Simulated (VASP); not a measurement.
Input of a VASP 6.6.1 run:

The input INCAR:

```
PREC     = Accurate       # precision mode
ENCUT    = 520            # plane-wave cutoff, eV
EDIFF    = 1E-7           # SCF threshold, eV
ISMEAR   = -1             # smearing method
SIGMA    = 0.05           # smearing width, eV
LREAL    = False          # projectors in reciprocal space
LASPH    = True           # aspherical terms in the spheres
NELM     = 80             # most SCF steps
ALGO     = Normal         # electronic algorithm
ISIF     = 2              # what is computed and relaxed
LWAVE    = False          # write WAVECAR
LCHARG   = False          # write CHGCAR
GGA      = PE             # functional
NBANDS   = 16             # bands
```

Contents of KPOINTS:

```
regular mesh
0
Gamma
  7 7 7
```

POSCAR

```
Ir
1.0
    0.0000000000      2.6052301227      2.6052301227
    2.6052301227      0.0000000000      2.6052301227
    2.6052301227      2.6052301227      0.0000000000
Ir
2
Direct
    0.0000000000      0.0000000000      0.0000000000
    0.2500000000      0.2500000000      0.2500000000
```

Potentials or basis: VASP PAW PBE potentials, release 64 (Ir).

Run with:

```sh
$ cat potpaw_PBE.64/Ir/POTCAR > POTCAR
$ mpirun -np 1 vasp_std > vasp.out
```

Estimate the pressure.

57.4 GPa.

What does it give for the band gap on the k mesh?

Zero (band 9 reaches 8.84 eV, above the bottom of band 10 at 7.19 eV).

Caveat: spin-orbit coupling is left out, which moves the levels of the heavy elements.
